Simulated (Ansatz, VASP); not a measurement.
## GaN in VASP and in Ansatz

```
Ga N
1.0
     3.15164    0.00000    0.00000
    -1.57582    2.72940    0.00000
     0.00000    0.00000    5.13830
Ga N
2 2
Direct
  0.33333 0.66667 0.00020
  0.66667 0.33333 0.50020
  0.33333 0.66667 0.37660
  0.66667 0.33333 0.87660
```

Alike in both runs: functional LDA; k mesh 10 × 10 × 6; no spin polarisation.

Ansatz relaxed the structure, and its values are those at the end. VASP's run is a single point on that final structure, the one shown.

```csv
,VASP,Ansatz
version,VASP 6.6.1,Ansatz 0.2.0
potentials or method,"VASP PAW LDA potentials, release 64 (Ga_d, N), cutoff 600 eV","scalar-relativistic, plane waves, PAW"
occupations,"gaussian, width 0.01 eV",fixed
valence electrons in the cell,36,36
```

|  | VASP | Ansatz | Ansatz less VASP |
| --- | --- | --- | --- |
| gap on the k mesh at the Fermi level (eV) | 2.15 | 2.13 | -0.013 |
| least direct gap on the mesh (eV) | 2.15 | 2.13 | -0.013 |
| pressure (GPa) | 1.0 | 0.0 | -1.01 |

LDA's correlation is that of Perdew and Zunger in VASP and of Perdew and Wang (1992) in Ansatz.
